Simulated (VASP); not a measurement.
# C in VASP: further runs

The runs below take C through single point, with r2SCAN.

Program: VASP 6.6.1. These are calculated values, not measurements. Logs are shortened: lines on timing, memory, paths and dates and some standing lists are left out, and cuts for length are marked.

**1. The cell of the first run**

Symmetry: I4/mmm, No. 139, tetragonal system. The conventional cell has a = 4.931 Å, b = 4.931 Å, c = 5.004 Å, α = 90.00°, β = 90.00°, γ = 90.00°. Within 2.0 Å of C (site symmetry m) lie 4 C at 1.50 to 1.63 Å.

**2. Single point, r2SCAN (strain +0.015 along x and y, +0.030 along z)**

Contents of POSCAR:

```
C
1.0
   -2.4655455167      2.4655455167      2.5019821499
    2.4655455167     -2.4655455167      2.5019821499
    2.4655455167      2.4655455167     -2.5019821499
C
8
Direct
    0.3254551632      0.0000000000      0.0000000000
    0.6745448368      0.6745448368      0.6745448368
    0.0000000000      0.3254551632      0.0000000000
    0.0000000000      0.0000000000      0.3254551632
    0.0000000000      0.6745448368      0.0000000000
    0.3254551632      0.3254551632      0.3254551632
    0.6745448368      0.0000000000      0.0000000000
    0.0000000000      0.0000000000      0.6745448368
```

Contents of INCAR.step1:

```
ALGO = Normal
EDIFF = 1E-4
ENCUT = 520
GGA = PE
ISMEAR = 0
LASPH = True
LCHARG = False
LREAL = False
LWAVE = True
NBANDS = 26
NELM = 100
PREC = Accurate
SIGMA = 0.05
```

Contents of INCAR.step2:

```
ALGO = Normal
EDIFF = 1E-6
ENCUT = 520
ISIF = 2
ISMEAR = 0
ISTART = 1
LASPH = True
LCHARG = False
LMIXTAU = True
LREAL = False
LWAVE = False
METAGGA = R2SCAN
NBANDS = 26
NELM = 100
PREC = Accurate
SIGMA = 0.05
```

Contents of KPOINTS:

```
k-points
0
Gamma
  8 8 8
```

Potentials or basis: VASP PAW PBE potentials, release 64 (C).

Command:

```
$ cat potpaw_PBE.64/C/POTCAR > POTCAR
$ cp INCAR.step1 INCAR
$ mpirun -np 1 vasp_std > vasp.out
$ cp INCAR.step2 INCAR
$ mpirun -np 1 vasp_std > vasp.out
```

OUTCAR:

```text
EDIFF = 1E-6
   ENCUT = 520
   ISIF = 2
   ISMEAR = 0
   ISTART = 1
   LASPH = True
   LREAL = False
   METAGGA = R2SCAN
   NELM = 100
   PREC = Accurate

 ion  position               nearest neighbor table
   1  0.325  0.000  0.000-   7 1.50   6 1.60   8 1.60   5 1.63
   2  0.675  0.675  0.675-   6 1.50   5 1.60   7 1.60   8 1.63
   3  0.000  0.325  0.000-   5 1.50   6 1.60   8 1.60   7 1.63
   4  0.000  0.000  0.325-   8 1.50   7 1.60   5 1.60   6 1.63
   5  0.000  0.675  0.000-   3 1.50   2 1.60   4 1.60   1 1.63
   6  0.325  0.325  0.325-   2 1.50   1 1.60   3 1.60   4 1.63
   7  0.675  0.000  0.000-   1 1.50   2 1.60   4 1.60   3 1.63
   8  0.000  0.000  0.675-   4 1.50   3 1.60   1 1.60   2 1.63

  LATTYP: Found a body centered tetragonal cell.
 ALAT       =     4.9310910334
 C/A-ratio  =     1.0147783251

  Lattice vectors:

 A1 = (  -2.4655455167,   2.4655455167,   2.5019821499)
 A2 = (   2.4655455167,  -2.4655455167,   2.5019821499)
 A3 = (   2.4655455167,   2.4655455167,  -2.5019821499)

Analysis of symmetry for initial positions (statically):
=====================================================================
 Subroutine PRICEL returns:
 Original cell was already a primitive cell.

 Routine SETGRP: Setting up the symmetry group for a
 body centered tetragonal supercell.

 Subroutine GETGRP returns: Found 16 space group operations
 (whereof 16 operations were pure point group operations)
 out of a pool of 16 trial point group operations.

The static configuration has the point symmetry D_4h.

Analysis of symmetry for dynamics (positions and initial velocities):
=====================================================================
 Subroutine PRICEL returns:
 Original cell was already a primitive cell.

 Routine SETGRP: Setting up the symmetry group for a
 body centered tetragonal supercell.

 Subroutine GETGRP returns: Found 16 space group operations
 (whereof 16 operations were pure point group operations)
 out of a pool of 16 trial point group operations.

The dynamic configuration has the point symmetry D_4h.

 Subroutine INISYM returns: Found 16 space group operations
 (whereof 16 operations are pure point group operations),
 and found     1 'primitive' translations

----------------------------------------------------------------------------------------

                                     Primitive cell

  volume of cell :      60.8373
[... 106 lines left out ...]
   NFREE  =      0    steps in history (QN), initial steepest desc. (CG)
   ISIF   =      2    stress and relaxation
   ISYM   =      2    0-nonsym 1-usesym 2-fastsym
   POTIM  = 0.5000    time-step for ionic-motion
   TEBEG  =    0.0;   TEEND  =   0.0 temperature during run
   PSTRESS=    0.0 pullay stress
   NELECT =      32.0000    total number of electrons
   NUPDOWN=      -1.0000    fix difference up-down
   EMIN   =  10.00;   EMAX   =-10.00  energy-range for DOS
   EFERMI =   0.00;   METHOD = LEGACY
   ISMEAR =     0;   SIGMA  =   0.05  broadening in eV -4-tet -1-fermi 0-gaus
   EFERMI_NEDOS =   21; number of points for ismear=-14 and -15
   IALGO  =     38    algorithm
   IMIX   =      4    mixing-type and parameters
     AMIX     =   0.40;   BMIX     =  1.00
     AMIX_MAG =   1.60;   BMIX_MAG =  1.00
  volume/ion in A,a.u.               =       7.60        51.32
  Fermi-wavevector in a.u.,A,eV,Ry     =   1.321503  2.497278 23.760800  1.746370
  Thomas-Fermi vector in A             =   2.451252
   LORBIT       =      0    0 simple, 1 ext, 2 COOP (PROOUT), +10 PAW based schemes
   METAGGA = R2SCAN    functional components
   LHFCALC =     F    Hartree Fock is set to
   AEXX    =    0.0000 exact exchange contribution
   IVDW    =     0    specifies the selected vdW correction
   LEPSILON=     F    determine dielectric tensor
   LRPA    =     F    only Hartree local field effects (RPA)
 non-spin polarized calculation
 Gauss-broadening in eV      SIGMA  =   0.05
  energy-cutoff  :      520.00
  volume of cell :       60.84
 maximum number of plane-waves:      1662
   NGX = 15   NGY = 15   NGZ = 15

 number of electron      31.9999994 magnetization

 Free energy of the ion-electron system (eV)
  ---------------------------------------------------
  ext. energy  EPLUGINS =         0.00000000
  ---------------------------------------------------
  free energy    TOTEN  =       -72.82002058 eV

  energy without entropy =      -72.82002058  energy(sigma->0) =      -72.82002058

 E-fermi :   6.2679     XC(G=0): -12.1606

 val. band max:        5.9833924561   @ k =   0.5000   0.5000   0.5000
 cond. band min:       8.9475933831   @ k =   0.1250   0.1250   0.1250
 fundamental gap:      2.9642009270
 Fermi energy:         6.2678851627

 k-point     1 :       0.0000    0.0000    0.0000
  band No.  band energies     occupation
      1     -15.3937      2.00000
      2      -7.4108      2.00000
      3      -7.1228      2.00000
      4      -7.1228      2.00000
      5      -6.5918      2.00000
      6      -6.5918      2.00000
[... 685 lines left out ...]
     25      17.5467      0.00000
     26      17.9708      0.00000

 [... further k-points ...]

------------------------ aborting loop because EDIFF is reached ----------------------------------------

  FORCE on cell =-STRESS in cart. coord.  units (eV):
  Direction    XX          YY          ZZ          XY          YZ          ZX
  --------------------------------------------------------------------------------------
  -------------------------------------------------------------------------------------
  Total       -5.4346059     -5.4346059     -8.1207087      0.0000000     -0.0000000      0.0000000
  in kB     -143.1226578   -143.1226578   -213.8623164      0.0000000     -0.0000000      0.0000000
  external PRESSURE =    -166.7025440 kB  Pullay stress =       0.0000000 kB

 VOLUME and BASIS-vectors are now :
 -----------------------------------------------------------------------------
  energy-cutoff  :      520.00
  volume of cell :       60.84
      direct lattice vectors                 reciprocal lattice vectors
    -2.465545517  2.465545517  2.501982150     0.000000000  0.202794877  0.199841554
     2.465545517 -2.465545517  2.501982150     0.202794877  0.000000000  0.199841554
     2.465545517  2.465545517 -2.501982150     0.202794877  0.202794877  0.000000000

 POSITION                                       TOTAL-FORCE (eV/Angst)
 -----------------------------------------------------------------------------------
     -0.80242      0.80242      0.81428         0.041237     -0.041237     -0.319537
      1.66312      1.66312      1.68770         0.041237      0.041237      0.319537
      0.80242     -0.80242      0.81428        -0.041237      0.041237     -0.319537
      0.80242      0.80242     -0.81428        -0.041237     -0.041237      0.319537
      1.66312     -1.66312      1.68770         0.041237     -0.041237      0.319537
      0.80242      0.80242      0.81428        -0.041237     -0.041237     -0.319537
     -1.66312      1.66312      1.68770        -0.041237      0.041237      0.319537
      1.66312      1.66312     -1.68770         0.041237      0.041237     -0.319537
 -----------------------------------------------------------------------------------
    total drift:                               -0.000000     -0.000000      0.000000

  FREE ENERGIE OF THE ION-ELECTRON SYSTEM (eV)
  ---------------------------------------------------
  free  energy   TOTEN  =       -72.8200205827 eV

  energy  without entropy=      -72.8200205827  energy(sigma->0) =      -72.82002058
```

OUTCAR.step1:

```text
EDIFF = 1E-4
   ENCUT = 520
   GGA = PE
   ISMEAR = 0
[... 941 lines left out ...]
      1.66312     -1.66312      1.68770         0.078742     -0.078742      0.352832
      0.80242      0.80242      0.81428        -0.078742     -0.078742     -0.352832
     -1.66312      1.66312      1.68770        -0.078742      0.078742      0.352832
      1.66312      1.66312     -1.68770         0.078742      0.078742     -0.352832
 -----------------------------------------------------------------------------------
    total drift:                               -0.000000     -0.000000      0.000000

  FREE ENERGIE OF THE ION-ELECTRON SYSTEM (eV)
  ---------------------------------------------------
  free  energy   TOTEN  =       -67.5875182749 eV

  energy  without entropy=      -67.5875182749  energy(sigma->0) =      -67.58751827
```

OSZICAR.step1:

```text
N       E                     dE             d eps       ncg     rms          rms(c)
DAV:   1     0.856306892974E+02    0.85631E+02   -0.16155E+04  3068   0.116E+03
DAV:   2    -0.635964783827E+02   -0.14923E+03   -0.13765E+03  4076   0.231E+02
DAV:   3    -0.703055362156E+02   -0.67091E+01   -0.66310E+01  4128   0.444E+01
DAV:   4    -0.703955481906E+02   -0.90012E-01   -0.89858E-01  4032   0.568E+00
DAV:   5    -0.703978678220E+02   -0.23196E-02   -0.23182E-02  4134   0.858E-01    0.102E+01
DAV:   6    -0.682264172472E+02    0.21715E+01   -0.18591E+00  3754   0.684E+00    0.591E+00
DAV:   7    -0.675723605784E+02    0.65406E+00   -0.17019E+00  3892   0.665E+00    0.166E+00
DAV:   8    -0.675843209557E+02   -0.11960E-01   -0.10062E-01  3938   0.183E+00    0.397E-01
DAV:   9    -0.675870607863E+02   -0.27398E-02   -0.90677E-03  3930   0.544E-01    0.128E-01
DAV:  10    -0.675874807484E+02   -0.41996E-03   -0.13886E-03  4058   0.208E-01    0.386E-02
DAV:  11    -0.675875182749E+02   -0.37526E-04   -0.52417E-05  2894   0.466E-02
   1 F= -.67587518E+02 E0= -.67587518E+02  d E =-.101530E-12
```

Wall time 2.4 min (1 thread of Intel Xeon 6975P-C (Granite Rapids), shared host); peak memory 0.21 GiB.

Results:

- Free energy: -72.8200 eV
- Pressure: -16.7 GPa
- Largest force: 0.325 eV/Å
- Band gap on the k mesh: 2.96 eV (least direct gap 3.85 eV)

Forces on the atoms (eV/Å):
```
C    0.041 -0.041 -0.320
C    0.041  0.041  0.320
C   -0.041  0.041 -0.320
C   -0.041 -0.041  0.320
C    0.041 -0.041  0.320
C   -0.041 -0.041 -0.320
C   -0.041  0.041  0.320
C    0.041  0.041 -0.320
```

Levels at points of the mesh, in eV from the valence-band top:
| k point | band 12 | band 13 | band 14 | band 15 | band 16 | band 17 | band 18 | band 19 | band 20 | band 21 |
| --- | --- | --- | --- | --- | --- | --- | --- | --- | --- | --- |
| (0.00, 0.00, 0.00) | -5.19 | -5.16 | -0.51 | -0.51 | -0.30 | 3.56 | 4.15 | 4.15 | 8.27 | 8.58 |
| (0.50, 0.00, 0.00) | -4.83 | -3.47 | -3.03 | -2.39 | -2.17 | 3.93 | 5.55 | 5.95 | 6.45 | 7.20 |
| (0.50, 0.50, 0.00) | -4.73 | -3.29 | -3.19 | -2.25 | -2.23 | 4.02 | 5.03 | 6.00 | 6.12 | 7.42 |
| (0.50, 0.50, 0.50) | -6.58 | -6.32 | -0.19 | 0.00 | 0.00 | 4.00 | 5.76 | 5.76 | 6.10 | 8.24 |

Caveat: the cell differs from its parent crystal (strain +0.015 along x and y, +0.030 along z); the stress differs along the axes, from -21 to -14 GPa; the PAW data sets were made with another functional, which shifts forces and pressure a little. A k mesh can miss the band edges.

**3. Single point, r2SCAN (strain +0.030 along x and y, +0.015 along z)**

Changes to POSCAR since step 2:

```diff
@@ -2,5 +2,5 @@
 1.0
-   -2.4655455167      2.4655455167      2.5019821499
-    2.4655455167     -2.4655455167      2.5019821499
-    2.4655455167      2.4655455167     -2.5019821499
+   -2.5019821499      2.5019821499      2.4655455167
+    2.5019821499     -2.5019821499      2.4655455167
+    2.5019821499      2.5019821499     -2.4655455167
 C
```

Contents of INCAR.step1:

```
SYSTEM = C
ALGO = Normal ; EDIFF = 1E-4
ENCUT = 520 ; GGA = PE
ISMEAR = 0 ; LASPH = .True.
LCHARG = .False. ; LREAL = .False.
LWAVE = .True. ; NBANDS = 26
NELM = 100 ; PREC = Accurate
SIGMA = 0.05
```

Contents of INCAR.step2:

```
SYSTEM = C
ALGO = Normal ; EDIFF = 1E-6
ENCUT = 520 ; ISIF = 2
ISMEAR = 0 ; ISTART = 1
LASPH = .True. ; LCHARG = .True.
LELF = .True. ; LMIXTAU = .True.
LREAL = .False. ; LVHAR = .True.
LWAVE = .False. ; METAGGA = R2SCAN
NBANDS = 26 ; NELM = 100
PREC = Accurate ; SIGMA = 0.05
```

Contents of KPOINTS:

```
k-points
0
Gamma
  8 8 8
  0 0 0
```

Potentials or basis: VASP PAW PBE potentials, release 64 (C).

Command:

```
$ cat potpaw_PBE.64/C/POTCAR > POTCAR
$ cp INCAR.step1 INCAR
$ mpirun -np 1 vasp_std > vasp.out
$ cp INCAR.step2 INCAR
$ mpirun -np 1 vasp_std > vasp.out
```

It took 2.3 min on 1 thread of Intel Xeon 6975P-C (Granite Rapids), shared host; peak memory 0.19 GiB.

Results (log left out):

- Free energy: -72.7165 eV
- Pressure: -20.4 GPa
- Largest force: 0.375 eV/Å
- Band gap on the k mesh: 2.87 eV (least direct gap 3.92 eV)

Forces on the atoms (eV/Å):
```
C    0.265 -0.265  0.012
C    0.265  0.265 -0.012
C   -0.265  0.265  0.012
C   -0.265 -0.265 -0.012
C    0.265 -0.265 -0.012
C   -0.265 -0.265  0.012
C   -0.265  0.265 -0.012
C    0.265  0.265  0.012
```

Stress tensor (GPa, compression positive):
```
-22.77   0.00   0.00
  0.00 -22.77   0.00
  0.00   0.00 -15.74
```

Levels at points of the mesh, in eV from the valence-band top:
| k point | band 14 | band 15 | band 16 | band 17 | band 18 | band 19 |
| --- | --- | --- | --- | --- | --- | --- |
| (0.00, 0.00, 0.00) | -0.66 | -0.44 | -0.44 | 3.64 | 3.64 | 4.23 |
| (0.50, 0.00, 0.00) | -3.16 | -2.31 | -2.27 | 3.89 | 5.08 | 5.96 |
| (0.50, 0.50, 0.00) | -3.00 | -2.48 | -2.19 | 3.80 | 5.59 | 5.78 |
| (0.50, 0.50, 0.50) | -0.19 | -0.19 | 0.00 | 3.92 | 5.54 | 5.85 |

Caveat: the cell differs from its parent crystal (strain +0.030 along x and y, +0.015 along z); the stress differs along the axes, from -23 to -16 GPa; the PAW data sets were made with another functional, which shifts forces and pressure a little. A k mesh can miss the band edges.

(Continued in part 2 of 2.)
